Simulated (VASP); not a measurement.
Here is a VASP 6.6.1 calculation.

Contents of INCAR:

```
PREC = Accurate
ENCUT = 600
EDIFF = 1E-6
ISMEAR = 1
SIGMA = 0.05
LREAL = False
LASPH = True
NELM = 120
ALGO = Normal
ISIF = 2
LWAVE = False
LCHARG = False
GGA = RP
NBANDS = 28
GGA_COMPAT = False
```

File KPOINTS:

```
regular mesh
0
Gamma
  5 5 5
```

POSCAR

```
Cu3Te
1.0
    3.9466600000      0.0000000000      0.0000000000
    0.0000000000      3.9466600000      0.0000000000
    0.0000000000      0.0000000000      3.9466600000
Cu Te
3 1
Direct
    0.0000000000      0.5000000000      0.5000000000
    0.5000000000      0.0000000000      0.5000000000
    0.5000000000      0.5000000000      0.0000000000
    0.0000000000      0.0000000000      0.0000000000
```

Potentials or basis: VASP PAW PBE potentials, release 64 (Cu, Te).

Command:

```console
$ cat potpaw_PBE.64/Cu/POTCAR potpaw_PBE.64/Te/POTCAR > POTCAR
$ mpirun -np 1 vasp_std > vasp.out
```

Question: Estimate the band gap on the k mesh.

Answer: Zero (an odd number of electrons rules out a gap without spin polarisation).

Question: Predict the pressure.

Answer: 5.4 GPa.

Caveat: the cell stands under pressure; the PAW data sets were made with another functional, which shifts forces and pressure a little; spin-orbit coupling is left out, which moves the levels of the heavy elements.
